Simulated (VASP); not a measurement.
A run of VASP 6.6.1:

The input INCAR:

```
  PREC = Accurate
  ENCUT = 520
  EDIFF = 1E-7
  ISMEAR = 1
  SIGMA = 0.15
  LREAL = False
  LASPH = True
  NELM = 60
  ALGO = Normal
  ISIF = 2
  LWAVE = False
  LCHARG = True
  GGA = PS
  IVDW = 12
  LELF = True
  LVHAR = True
  NBANDS = 16
```

The input KPOINTS:

```
Automatic mesh
0
Gamma
  6 6 6
```

Contents of POSCAR:

```
O
1.0
    4.1102480000      0.0000000000      0.0000000000
    0.0000000000      4.1102480000      0.0000000000
    0.0000000000      0.0000000000      4.1102480000
O
3
Direct
    0.5000000000      0.5000000000      0.0000000000
    0.5000000000      0.0000000000      0.5000000000
    0.0000000000      0.5000000000      0.5000000000
```

Potentials or basis: VASP PAW PBE potentials, release 64 (O).

Launch:

```console
$ cat potpaw_PBE.64/O/POTCAR > POTCAR
$ mpirun -np 1 vasp_std > vasp.out
```

Hardware: 1 thread of Intel(R) Xeon(R) Platinum 8559C (Emerald Rapids), on a shared host.

How long does it take, and how much memory?

It took 14 s on 1 thread of Intel(R) Xeon(R) Platinum 8559C (Emerald Rapids), with other jobs on the host, peak memory 0.18 GiB. Counts: scf iterations 12, k points 20.
